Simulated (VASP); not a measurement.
**Li (a cell with a defect): single point with PBE**

Li (a cell with a defect):

```
Li
1.0
     6.98000    0.00000    0.00000
     0.00000    6.98000    0.00000
     0.00000    0.00000    6.98000
Li
17
Direct
  0.99517 0.98085 0.99694
  0.50043 0.00092 0.01589
  0.01017 0.49922 0.98159
  0.07850 0.05775 0.47262
  0.24197 0.27509 0.22534
  0.48502 0.46297 0.00530
  0.47916 0.03388 0.47855
  0.76736 0.24726 0.24735
  0.00261 0.49848 0.51071
  0.25493 0.74042 0.24919
  0.25514 0.24624 0.76365
  0.50077 0.48906 0.50052
  0.73927 0.70250 0.21678
  0.75724 0.23798 0.74955
  0.25984 0.75789 0.74172
  0.69938 0.69527 0.81401
  0.80738 0.86562 0.53716
```

```json
{
 "Program": "VASP 6.6.1",
 "Task": "single point",
 "Functional": "PBE",
 "Potentials or basis": "VASP PAW PBE potentials, release 64 (Li_sv)",
 "Cutoff": "520 eV",
 "k mesh": "3 × 3 × 3",
 "Occupations": "fermi-dirac, width 0.15 eV",
 "Spin": "no spin polarisation",
 "Dipole correction": "no",
 "Further INCAR settings": "LREAL = Auto; ALGO = Normal; EDIFF = 1e-07; NBANDS = 40"
}
```

The largest force is 0.074 eV/Å and the band gap on the k mesh is zero (an odd number of electrons rules out a gap without spin polarisation).

Forces in eV/Å, atoms in the order of the input:
```
Li  -0.009  0.001 -0.006
Li  -0.004 -0.003 -0.020
Li   0.001  0.008 -0.009
Li   0.013  0.026 -0.018
Li   0.013  0.005 -0.026
Li  -0.021  0.005  0.027
Li   0.020 -0.038 -0.011
Li  -0.006  0.000 -0.004
Li   0.007 -0.016 -0.001
Li  -0.024  0.003  0.003
Li   0.007  0.001  0.008
Li  -0.008 -0.007 -0.005
Li  -0.010  0.033  0.015
Li  -0.009  0.003  0.000
Li  -0.006  0.002 -0.008
Li  -0.019 -0.019  0.006
Li   0.055 -0.003  0.050
```

Levels at points of the mesh, in eV from the Fermi level:
```
           k point  band 22  band 23  band 24  band 25  band 26  band 27  band 28  band 29
(0.00, 0.00, 0.00)    -1.22    -1.14    -1.13     0.02     0.07     0.27     0.31     0.33
```

Wall time 5 min on 1 thread of Intel(R) Xeon(R) Platinum 8259CL CPU @ 2.50GHz (Skylake/Cascade Lake), on a shared host, peak memory 0.4 GiB.
